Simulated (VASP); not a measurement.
Runs of VASP 6.6.1 on HfN. The structure is that of space group Fm-3m (No. 225), or close to it. The cells are those of the table. 

```tsv
cell	gap on the mesh (eV)	pressure (GPa)
a = 3.088, b = 3.088, c = 4.367 Å, 4 atoms	none	29.3
a = 3.279, b = 3.279, c = 4.637 Å, 4 atoms	none	-22.8
a = 3.231, b = 3.231, c = 4.569 Å, 4 atoms	none	-13.7
a = 3.135, b = 3.135, c = 4.434 Å, 4 atoms	none	(a)
a = 3.040, b = 3.040, c = 4.299 Å, 4 atoms	none	(b)
```

Alike in all rows: task single point; level PBEsol; potentials or basis VASP PAW PBE potentials, release 64 (Hf_pv, N); no spin polarisation; k mesh 16 × 16 × 12; cutoff (eV) 520; smearing gaussian 0.1 eV.

Problem. Fill in the values left out.

Solution. (a) 11.9; (b) 50.5.

Caveats: the PAW data sets were made with another functional, which shifts forces and pressure a little; spin-orbit coupling is left out, which moves the levels of the heavy elements; the cell stands under pressure (at least some runs); the cell stands under tension (at least some runs).

A k mesh can miss the band edges, and the runs leave out spin-orbit coupling on Hf.

A gap of «none» marks levels without a gap at the run's occupations.
